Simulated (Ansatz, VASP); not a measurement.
# Two plane-wave programs on TlCl

The input INCAR:

```
ALGO = Normal
EDIFF = 1E-6
ENCUT = 500
GGA_COMPAT = False
ISIF = 2
ISMEAR = 0
LASPH = True
LCHARG = False
LREAL = False
LWAVE = False
NBANDS = 17
NELM = 120
PREC = Accurate
SIGMA = 0.05
```

KPOINTS

```
k-points
0
Gamma
  4 4 4
```

The input POSCAR:

```
TlCl
1.0
    4.0131617211      0.0000000000      0.0000000000
    0.0000000000      4.0131617211      0.0000000000
    0.0000000000      0.0000000000      4.0131617211
Tl Cl
1 1
Direct
    0.0000000000      0.0000000000      0.0000000000
    0.5000000000      0.5000000000      0.5000000000
```

Input for Ansatz:

```yaml
crystal:
  lattice:
    - [4.0131617211, 0.0, 0.0]
    - [0.0, 4.0131617211, 0.0]
    - [0.0, 0.0, 4.0131617211]
  atoms:
    - { symbol: Tl, position: [0.0, 0.0, 0.0] }
    - { symbol: Cl, position: [0.5, 0.5, 0.5] }
basis:
  ecutwfc: 420
kpoints:
  mp_grid: { grid: [4, 4, 4] }
hamiltonian:
  xc: lda
scf:
  occupations: { method: gaussian, width: 0.05 }
output:
  forces: true
  stress: true
  eigenvalues: true
```

Alike in both runs: task single point; functional LDA; k mesh 4 × 4 × 4; occupations gaussian, width 0.05 eV; no spin polarisation.

|  | VASP | Ansatz |
| --- | --- | --- |
| version | VASP 6.6.1 | Ansatz 0.2.0 |
| potentials or method | VASP PAW LDA potentials, release 64 (Tl_d, Cl), cutoff 500 eV | scalar-relativistic, plane waves, PAW |
| valence electrons in the cell | 20 | 20 |

VASP gave:

| Quantity | Value |
| --- | --- |
| gap on the k mesh at the Fermi level (eV) | 2.12 |
| least direct gap on the mesh (eV) | 2.12 |
| pressure (GPa) | -4.9 |

Task: What did Ansatz give for the same quantities?

Result: gap on the k mesh at the Fermi level (eV): 2.14; least direct gap on the mesh (eV): 2.14; pressure (GPa): -4.9.

LDA's correlation is that of Perdew and Zunger in VASP and of Perdew and Wang (1992) in Ansatz.

Neither program's run includes spin-orbit coupling.
